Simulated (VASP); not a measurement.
# SnO (P6_3mc) in VASP: a series of runs

SnO is run at these levels: PBE, LDA; tasks: single point.

All numbers are computed with VASP 6.6.1; they aren't measurements. Logs are shortened: lines on timing, memory, paths and dates and some standing lists are left out, and cuts for length are marked.

## Step 1: The cell of the first run

It takes space group P6_3mc (No. 186, hexagonal). Conventional cell: a = 3.298 Å, b = 3.298 Å, c = 9.216 Å, α = 90.00°, β = 90.00°, γ = 120.00°. Within 2.9 Å of Sn (site symmetry 3m) lie 3 O at 2.16 Å. Within 2.9 Å of O (site symmetry 3m) lie 3 Sn at 2.16 Å.

## Step 2: Single point, PBE

The input, INCAR:

```
PREC = Accurate
ENCUT = 520
EDIFF = 1E-6
ISMEAR = 0
SIGMA = 0.01
LREAL = False
LASPH = True
NELM = 60
ALGO = Normal
ISIF = 2
LWAVE = False
LCHARG = False
GGA = PE
NBANDS = 28
```

The input, KPOINTS:

```
Automatic mesh
0
Gamma
  6 6 2
```

The input, POSCAR:

```
SnO
1.0
    3.2981563320      0.0000000000      0.0000000000
   -1.6490781660      2.8562871691      0.0000000000
    0.0000000000      0.0000000000      9.2163701104
Sn O
2 2
Direct
    0.3333333333      0.6666666667     -0.0066374682
    0.6666666667      0.3333333333      0.4933625318
    0.3333333333      0.6666666667      0.3816374682
    0.6666666667      0.3333333333      0.8816374682
```

Potentials or basis: VASP PAW PBE potentials, release 64 (Sn_d, O).

Started as:

```
$ cat potpaw_PBE.64/Sn_d/POTCAR potpaw_PBE.64/O/POTCAR > POTCAR
$ mpirun -np 1 vasp_std > vasp.out
```

OUTCAR:

```text
PREC = Accurate
   ENCUT = 520
   EDIFF = 1E-6
   ISMEAR = 0
   LREAL = False
   LASPH = True
   NELM = 60
   ISIF = 2
   GGA = PE

 ion  position               nearest neighbor table
   1  0.333  0.667  0.993-   4 2.16   4 2.16   4 2.16
   2  0.667  0.333  0.493-   3 2.16   3 2.16   3 2.16
   3  0.333  0.667  0.382-   2 2.16   2 2.16   2 2.16
   4  0.667  0.333  0.882-   1 2.16   1 2.16   1 2.16

  LATTYP: Found a hexagonal cell.
 ALAT       =     3.2981563320
 C/A-ratio  =     2.7944006235

  Lattice vectors:

 A1 = (   3.2981563320,   0.0000000000,   0.0000000000)
 A2 = (  -1.6490781660,   2.8562871691,   0.0000000000)
 A3 = (   0.0000000000,   0.0000000000,   9.2163701104)

Analysis of symmetry for initial positions (statically):
=====================================================================
 Subroutine PRICEL returns:
 Original cell was already a primitive cell.

 Routine SETGRP: Setting up the symmetry group for a
 hexagonal supercell.

 Subroutine GETGRP returns: Found 12 space group operations
 (whereof  6 operations were pure point group operations)
 out of a pool of 24 trial point group operations.

The static configuration has the point symmetry C_3v.
 The point group associated with its full space group is C_6v.

Analysis of symmetry for dynamics (positions and initial velocities):
=====================================================================
 Subroutine PRICEL returns:
 Original cell was already a primitive cell.

 Routine SETGRP: Setting up the symmetry group for a
 hexagonal supercell.

 Subroutine GETGRP returns: Found 12 space group operations
 (whereof  6 operations were pure point group operations)
 out of a pool of 24 trial point group operations.

The dynamic configuration has the point symmetry C_3v.
 The point group associated with its full space group is C_6v.

 Subroutine INISYM returns: Found 12 space group operations
 (whereof  6 operations are pure point group operations),
 and found     1 'primitive' translations

----------------------------------------------------------------------------------------

                                     Primitive cell

  volume of cell :      86.8226

  direct lattice vectors                    reciprocal lattice vectors
     3.298156332  0.000000000  0.000000000     0.303199697  0.175052427  0.000000000
    -1.649078166  2.856287169  0.000000000     0.000000000  0.350104853  0.000000000
     0.000000000  0.000000000  9.216370110     0.000000000  0.000000000  0.108502587

  length of vectors
     3.298156332  3.298156332  9.216370110     0.350104853  0.350104853  0.108502587

  position of ions in fractional coordinates (direct lattice)
     0.333333333  0.666666667  0.993362532
     0.666666667  0.333333333  0.493362532
     0.333333333  0.666666667  0.381637468
     0.666666667  0.333333333  0.881637468

  ion indices of the primitive-cell ions
   primitive index   ion index
                 1           1
                 2           2
                 3           3
                 4           4

----------------------------------------------------------------------------------------

 KPOINTS: Automatic mesh

Automatic generation of k-mesh.
 Grid dimensions read from file:
 generate k-points for:    6    6    2

 Generating k-lattice:

  Cartesian coordinates                     Fractional coordinates (reciprocal lattice)
     0.050533283  0.029175404  0.000000000     0.166666667  0.000000000  0.000000000
     0.000000000  0.058350809  0.000000000     0.000000000  0.166666667  0.000000000
     0.000000000  0.000000000  0.054251294     0.000000000  0.000000000  0.500000000

  Length of vectors
     0.058350809  0.058350809  0.054251294

  Shift w.r.t. Gamma in fractional coordinates (k-lattice)
     0.000000000  0.000000000  0.000000000

 Subroutine IBZKPT returns following result:
 ===========================================

 Found     14 irreducible k-points:

 Following reciprocal coordinates:
            Coordinates               Weight
  0.000000  0.000000  0.000000      1.000000
  0.166667 -0.000000  0.000000      6.000000
  0.333333 -0.000000  0.000000      6.000000
  0.500000 -0.000000  0.000000      3.000000
  0.166667  0.166667  0.000000      6.000000
  0.333333  0.166667  0.000000     12.000000
  0.333333  0.333333  0.000000      2.000000
  0.000000  0.000000  0.500000      1.000000
  0.166667 -0.000000  0.500000      6.000000
  0.333333 -0.000000  0.500000      6.000000
  0.500000 -0.000000  0.500000      3.000000
  0.166667  0.166667  0.500000      6.000000
  0.333333  0.166667  0.500000     12.000000
  0.333333  0.333333  0.500000      2.000000
   k-points           NKPTS =     14   k-points in BZ     NKDIM =     14   number of bands    NBANDS=     28
   number of dos      NEDOS =    301   number of ions     NIONS =      4
   total plane-waves  NPLWV =  54880
   dimension x,y,z NGX =    28 NGY =   28 NGZ =   70
   dimension x,y,z NGXF=    56 NGYF=   56 NGZF=  140
   ions per type =               2   2
   NGX,Y,Z   is equivalent  to a cutoff of  14.11, 14.11, 12.63 a.u.
   NGXF,Y,Z  is equivalent  to a cutoff of  28.23, 28.23, 25.25 a.u.
 SYSTEM =  unknown system
   PREC   = accura    normal or accurate (medium, high low for compatibility)
   ISTART =      0    job   : 0-new  1-cont  2-samecut
   ICHARG =      2    charge: 1-file 2-atom 10-const
   ISPIN  =      1    spin polarized calculation?
   LNONCOLLINEAR =      F non collinear calculations
   LSORBIT =      F    spin-orbit coupling
   LASPH  =      T    aspherical Exc in radial PAW
   ENCUT  =  520.0 eV  38.22 Ry    6.18 a.u.   6.13  6.13 17.14*2*pi/ulx,y,z
   NELM   =     60;   NELMIN=  2; NELMDL= -5     # of ELM steps
   EDIFF  = 0.1E-05   stopping-criterion for ELM
   LREAL  =      F    real-space projection
   EDIFFG = 0.1E-04   stopping-criterion for IOM
   NSW    =      0    number of steps for IOM
   IBRION =     -1    ionic relax: 0-MD 1-quasi-New 2-CG
   NFREE  =      0    steps in history (QN), initial steepest desc. (CG)
   ISIF   =      2    stress and relaxation
   ISYM   =      2    0-nonsym 1-usesym 2-fastsym
   POTIM  = 0.5000    time-step for ionic-motion
   TEBEG  =    0.0;   TEEND  =   0.0 temperature during run
   PSTRESS=    0.0 pullay stress
   NELECT =      40.0000    total number of electrons
   NUPDOWN=      -1.0000    fix difference up-down
   EMIN   =  10.00;   EMAX   =-10.00  energy-range for DOS
   EFERMI =   0.00;   METHOD = LEGACY
   ISMEAR =     0;   SIGMA  =   0.01  broadening in eV -4-tet -1-fermi 0-gaus
   EFERMI_NEDOS =   21; number of points for ismear=-14 and -15
   IALGO  =     38    algorithm
   IMIX   =      4    mixing-type and parameters
     AMIX     =   0.40;   BMIX     =  1.00
     AMIX_MAG =   1.60;   BMIX_MAG =  1.00
  volume/ion in A,a.u.               =      21.71       146.48
  Fermi-wavevector in a.u.,A,eV,Ry     =   1.264398  2.389366 21.751668  1.598702
  Thomas-Fermi vector in A             =   2.397705
   LORBIT       =      0    0 simple, 1 ext, 2 COOP (PROOUT), +10 PAW based schemes
   GGA     = PE    functional components
   LHFCALC =     F    Hartree Fock is set to
   AEXX    =    0.0000 exact exchange contribution
   IVDW    =     0    specifies the selected vdW correction
   LEPSILON=     F    determine dielectric tensor
   LRPA    =     F    only Hartree local field effects (RPA)
 non-spin polarized calculation
 Gauss-broadening in eV      SIGMA  =   0.01
  energy-cutoff  :      520.00
  volume of cell :       86.82
 maximum number of plane-waves:      2376
 NGX is ok and might be reduce to    28
   NGX = 13   NGY = 13   NGZ = 35

 number of electron      39.9999994 magnetization

 Free energy of the ion-electron system (eV)
  ---------------------------------------------------
  ext. energy  EPLUGINS =         0.00000000
  ---------------------------------------------------
  free energy    TOTEN  =       -21.41789024 eV

  energy without entropy =      -21.41789024  energy(sigma->0) =      -21.41789024

 E-fermi :   4.0288     XC(G=0):  -8.9609

 val. band max:        3.9330956508   @ k =   0.3333   0.3333   0.0000
 cond. band min:       5.3227343101   @ k =   0.0000   0.0000   0.0000
 fundamental gap:      1.3896386593
 Fermi energy:         4.0287615542

 k-point     1 :       0.0000    0.0000    0.0000
  band No.  band energies     occupation
      1     -16.9827      2.00000
      2     -16.9827      2.00000
      3     -16.9827      2.00000
      4     -16.9827      2.00000
      5     -16.9823      2.00000
      6     -16.9789      2.00000
[... 20 lines left out ...]
     27      12.6398      0.00000
     28      14.4143      0.00000

 k-point     2 :       0.1667   -0.0000    0.0000
  band No.  band energies     occupation
      1     -17.1166      2.00000
      2     -17.1139      2.00000
      3     -16.9357      2.00000
      4     -16.9356      2.00000
      5     -16.9075      2.00000
      6     -16.9064      2.00000
[... 20 lines left out ...]
     27      12.3041      0.00000
     28      14.5962      0.00000

 k-point     3 :       0.3333   -0.0000    0.0000
  band No.  band energies     occupation
      1     -17.3030      2.00000
      2     -17.3013      2.00000
      3     -16.9154      2.00000
      4     -16.9141      2.00000
      5     -16.8533      2.00000
      6     -16.8529      2.00000
[... 20 lines left out ...]
     27      11.9571      0.00000
     28      13.1349      0.00000

 k-point     4 :       0.5000   -0.0000    0.0000
  band No.  band energies     occupation
      1     -17.3859      2.00000
      2     -17.3852      2.00000
      3     -16.9362      2.00000
      4     -16.9351      2.00000
      5     -16.8421      2.00000
      6     -16.8412      2.00000
[... 268 lines left out ...]
     27      13.2503      0.00000
     28      13.2503      0.00000

 k-point    13 :       0.3333    0.1667    0.5000
  band No.  band energies     occupation
      1     -17.3507      2.00000
      2     -17.3507      2.00000
      3     -16.9088      2.00000
      4     -16.9088      2.00000
      5     -16.8666      2.00000
      6     -16.8666      2.00000
[... 20 lines left out ...]
     27      12.5217      0.00000
     28      12.5217      0.00000

 k-point    14 :       0.3333    0.3333    0.5000
  band No.  band energies     occupation
      1     -17.3551      2.00000
      2     -17.3551      2.00000
      3     -16.8874      2.00000
      4     -16.8874      2.00000
      5     -16.8587      2.00000
      6     -16.8587      2.00000
[... 20 lines left out ...]
     27      13.0132      0.00000
     28      13.0132      0.00000

------------------------ aborting loop because EDIFF is reached ----------------------------------------

  FORCE on cell =-STRESS in cart. coord.  units (eV):
  Direction    XX          YY          ZZ          XY          YZ          ZX
  --------------------------------------------------------------------------------------
  -------------------------------------------------------------------------------------
  Total        2.1494042      2.1494042      1.1438202      0.0000000      0.0000000      0.0000000
  in kB       39.6639222     39.6639222     21.1074296      0.0000000      0.0000000      0.0000000
  external PRESSURE =      33.4784247 kB  Pullay stress =       0.0000000 kB

 VOLUME and BASIS-vectors are now :
 -----------------------------------------------------------------------------
  energy-cutoff  :      520.00
  volume of cell :       86.82
      direct lattice vectors                 reciprocal lattice vectors
     3.298156332  0.000000000  0.000000000     0.303199697  0.175052427  0.000000000
    -1.649078166  2.856287169  0.000000000     0.000000000  0.350104853  0.000000000
     0.000000000  0.000000000  9.216370110     0.000000000  0.000000000  0.108502587

 POSITION                                       TOTAL-FORCE (eV/Angst)
 -----------------------------------------------------------------------------------
     -0.00000      1.90419      9.15520         0.000000     -0.000000      0.505411
      1.64908      0.95210      4.54701         0.000000      0.000000      0.505411
     -0.00000      1.90419      3.51731        -0.000000      0.000000     -0.505411
      1.64908      0.95210      8.12550        -0.000000     -0.000000     -0.505411
 -----------------------------------------------------------------------------------
    total drift:                               -0.000000      0.000000      0.001385

  FREE ENERGIE OF THE ION-ELECTRON SYSTEM (eV)
  ---------------------------------------------------
  free  energy   TOTEN  =       -21.4178902398 eV

  energy  without entropy=      -21.4178902398  energy(sigma->0) =      -21.41789024
```

Run time: 29 s. Hardware: 1 thread of AMD EPYC 9R45 (Zen 5), shared host; peak memory 0.19 GiB.

What came out:

| Item | Value |
| --- | --- |
| Free energy | -21.4179 eV |
| Pressure | 3.3 GPa |
| Largest force | 0.505 eV/Å |
| Band gap on the k mesh | 1.39 eV (least direct gap 1.66 eV) |

Forces in eV/Å, atoms in the order of the input:
```
Sn   0.000  0.000  0.505
Sn   0.000  0.000  0.505
O    0.000  0.000 -0.505
O    0.000  0.000 -0.505
```

Stress tensor (GPa, compression positive):
```
3.97 0.00 0.00
0.00 3.97 0.00
0.00 0.00 2.11
```

Caveat: the cell stands under pressure; spin-orbit coupling is left out, which moves the levels of the heavy elements. A k mesh can miss the band edges.

## Step 3: Single point, LDA

This run uses another cell than the first one, of 18.71 Å³/atom.

The input, INCAR:

```
  PREC = Accurate
  ENCUT = 520
  EDIFF = 1E-7
  ISMEAR = -1
  SIGMA = 0.02
  LREAL = F
  LASPH = T
  NELM = 100
  ALGO = Normal
  ISIF = 2
  LWAVE = F
  LCHARG = F
  GGA = CA
  NBANDS = 28
```

The input, KPOINTS:

```
regular mesh
0
Gamma
  12 12 4
```

The input, POSCAR:

```
SnO
1.0
    3.2597143810      0.0000000000      0.0000000000
   -1.6298571905      2.8229954630      0.0000000000
    0.0000000000      0.0000000000      8.1343083493
Sn O
2 2
Direct
    0.3333333333      0.6666666667      0.0034209182
    0.6666666667      0.3333333333      0.5034209182
    0.3333333333      0.6666666667      0.3715790818
    0.6666666667      0.3333333333      0.8715790818
```

Potentials or basis: VASP PAW LDA potentials, release 64 (Sn_d, O).

Started as:

```
$ cat potpaw_LDA.64/Sn_d/POTCAR potpaw_LDA.64/O/POTCAR > POTCAR
$ mpirun -np 1 vasp_std > vasp.out
```

OUTCAR:

```text
PREC = Accurate
   ENCUT = 520
   EDIFF = 1E-7
   ISMEAR = -1
   LREAL = F
   LASPH = T
   NELM = 100
   ISIF = 2
   GGA = CA

 ion  position               nearest neighbor table
   1  0.333  0.667  0.003-   4 2.17   4 2.17   4 2.17
   2  0.667  0.333  0.503-   3 2.17   3 2.17   3 2.17
   3  0.333  0.667  0.372-   2 2.17   2 2.17   2 2.17
   4  0.667  0.333  0.872-   1 2.17   1 2.17   1 2.17

  LATTYP: Found a hexagonal cell.
 ALAT       =     3.2597143810
 C/A-ratio  =     2.4954052406

  Lattice vectors:

 A1 = (   3.2597143810,   0.0000000000,   0.0000000000)
 A2 = (  -1.6298571905,   2.8229954630,   0.0000000000)
 A3 = (   0.0000000000,   0.0000000000,   8.1343083493)

Analysis of symmetry for initial positions (statically):
=====================================================================
 Subroutine PRICEL returns:
 Original cell was already a primitive cell.

 Routine SETGRP: Setting up the symmetry group for a
 hexagonal supercell.

 Subroutine GETGRP returns: Found 12 space group operations
 (whereof  6 operations were pure point group operations)
[... 166 lines left out ...]

  energy without entropy =      -24.18164320  energy(sigma->0) =      -24.18164320

 E-fermi :   5.8361     XC(G=0): -10.2830

 val. band max:        5.4002664496   @ k =   0.3333   0.2500   0.0000
 cond. band min:       6.2872491233   @ k =   0.5000   0.0000   0.0000
 fundamental gap:      0.8869826738
 Fermi energy:         5.8361294166

 k-point     1 :       0.0000    0.0000    0.0000
  band No.  band energies     occupation
      1     -15.6553      2.00000
      2     -15.6553      2.00000
      3     -15.6548      2.00000
      4     -15.6548      2.00000
      5     -15.6479      2.00000
      6     -15.6315      2.00000
[... 733 lines left out ...]
     27      13.5780      0.00000
     28      14.6573      0.00000

 [... further k-points ...]

------------------------ aborting loop because EDIFF is reached ----------------------------------------

  FORCE on cell =-STRESS in cart. coord.  units (eV):
  Direction    XX          YY          ZZ          XY          YZ          ZX
  --------------------------------------------------------------------------------------
  -------------------------------------------------------------------------------------
  Total        0.1578469      0.1578469      0.0890942     -0.0000000     -0.0000000      0.0000000
  in kB        3.3785953      3.3785953      1.9069953     -0.0000000     -0.0000000      0.0000000
  external PRESSURE =       2.8880620 kB  Pullay stress =       0.0000000 kB

 VOLUME and BASIS-vectors are now :
 -----------------------------------------------------------------------------
  energy-cutoff  :      520.00
  volume of cell :       74.85
      direct lattice vectors                 reciprocal lattice vectors
     3.259714381  0.000000000  0.000000000     0.306775344  0.177116827  0.000000000
    -1.629857191  2.822995463  0.000000000     0.000000000  0.354233655  0.000000000
     0.000000000  0.000000000  8.134308349     0.000000000  0.000000000  0.122936082

 POSITION                                       TOTAL-FORCE (eV/Angst)
 -----------------------------------------------------------------------------------
     -0.00000      1.88200      0.02783        -0.000000     -0.000000      0.083901
      1.62986      0.94100      4.09498         0.000000      0.000000      0.083901
     -0.00000      1.88200      3.02254         0.000000      0.000000     -0.083901
      1.62986      0.94100      7.08969         0.000000     -0.000000     -0.083901
 -----------------------------------------------------------------------------------
    total drift:                                0.000000      0.000001      0.000270

  FREE ENERGIE OF THE ION-ELECTRON SYSTEM (eV)
  ---------------------------------------------------
  free  energy   TOTEN  =       -24.1816431987 eV

  energy  without entropy=      -24.1816431987  energy(sigma->0) =      -24.18164320
```

OSZICAR:

```text
N       E                     dE             d eps       ncg     rms          rms(c)
DAV:   1     0.434740580795E+03    0.43474E+03   -0.20259E+04  3312   0.215E+03
DAV:   2     0.408741876639E+02   -0.39387E+03   -0.37751E+03  3332   0.547E+02
DAV:   3    -0.246002439548E+02   -0.65474E+02   -0.64348E+02  3676   0.187E+02
DAV:   4    -0.278077391255E+02   -0.32075E+01   -0.31935E+01  3800   0.453E+01
DAV:   5    -0.278841316037E+02   -0.76392E-01   -0.76385E-01  3456   0.752E+00    0.116E+01
DAV:   6    -0.244650004464E+02    0.34191E+01   -0.16939E+01  4984   0.494E+01    0.616E+00
DAV:   7    -0.242420794361E+02    0.22292E+00   -0.23868E+00  3580   0.101E+01    0.253E+00
DAV:   8    -0.241955553533E+02    0.46524E-01   -0.41763E-01  3468   0.392E+00    0.825E-01
DAV:   9    -0.241813617070E+02    0.14194E-01   -0.32988E-02  5356   0.192E+00    0.251E-01
DAV:  10    -0.241822386255E+02   -0.87692E-03   -0.71865E-03  4552   0.830E-01    0.179E-01
DAV:  11    -0.241816345874E+02    0.60404E-03   -0.27593E-03  4912   0.503E-01    0.282E-02
DAV:  12    -0.241816473278E+02   -0.12740E-04   -0.30546E-04  3368   0.117E-01    0.258E-02
DAV:  13    -0.241816439706E+02    0.33572E-05   -0.60355E-05  4672   0.644E-02    0.688E-03
DAV:  14    -0.241816431477E+02    0.82291E-06   -0.82597E-06  4600   0.284E-02    0.110E-03
DAV:  15    -0.241816431987E+02   -0.51061E-07   -0.46100E-07  3244   0.552E-03
   1 F= -.24181643E+02 E0= -.24181643E+02  d E =-.764426E-11
```

Wall time 69 s (1 thread of AMD EPYC 9R45 (Zen 5), shared host); peak memory 0.19 GiB.

Results:

```
Free energy            : -24.1816 eV
Pressure               : 0.3 GPa
Largest force          : 0.084 eV/Å
Band gap on the k mesh : 0.89 eV (least direct gap 1.08 eV)
```

Forces in eV/Å, atoms in the order of the input:
```
Sn   0.000  0.000  0.084
Sn   0.000  0.000  0.084
O    0.000  0.000 -0.084
O    0.000  0.000 -0.084
```

Caveat: spin-orbit coupling is left out, which moves the levels of the heavy elements. A k mesh can miss the band edges.
